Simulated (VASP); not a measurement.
Here is a VASP 6.6.1 calculation.

INCAR

```
SYSTEM = HfO2
PREC = Accurate
ENCUT = 520
EDIFF = 1E-6
ISMEAR = 0
SIGMA = 0.02
LREAL = .False.
LASPH = .True.
NELM = 60
ALGO = Normal
ISIF = 2
LWAVE = .False.
LCHARG = .True.
GGA = PE
LELF = .True.
LVHAR = .True.
NBANDS = 31
```

File KPOINTS:

```
regular mesh
0
Gamma
  6 6 6
  0 0 0
```

The input POSCAR:

```
HfO2
1.0
    3.5580193300      0.0000000000      0.0000000000
    0.0000000000      3.5580193300      0.0000000000
    0.0000000000      0.0000000000      5.1718612100
Hf O
2 4
Direct
    0.5000000000      0.5000000000      0.5000000000
    0.0000000000      0.0000000000      0.0000000000
    0.0000000000      0.5000000000      0.6972078800
    0.5000000000      0.0000000000      0.8027921200
    0.5000000000      0.0000000000      0.3027921200
    0.0000000000      0.5000000000      0.1972078800
```

Potentials or basis: VASP PAW PBE potentials, release 64 (Hf_pv, O).

The run is started by

```bash
$ cat potpaw_PBE.64/Hf_pv/POTCAR potpaw_PBE.64/O/POTCAR > POTCAR
$ mpirun -np 1 vasp_std > vasp.out
```

**Question.** Estimate the pressure.

**Answer.** 6.5 GPa.

**Question.** What does it give for the band gap on the k mesh?

**Answer.** 4.76 eV (least direct gap 4.83 eV).

Forces in eV/Å, atoms in the order of the input:
```
Hf   0.000  0.000  0.000
Hf   0.000  0.000  0.000
O    0.000  0.000  0.099
O    0.000  0.000 -0.099
O    0.000  0.000 -0.099
O    0.000  0.000  0.099
```

Caveat: the cell stands under pressure; spin-orbit coupling is left out, which moves the levels of the heavy elements. A k mesh can miss the band edges.
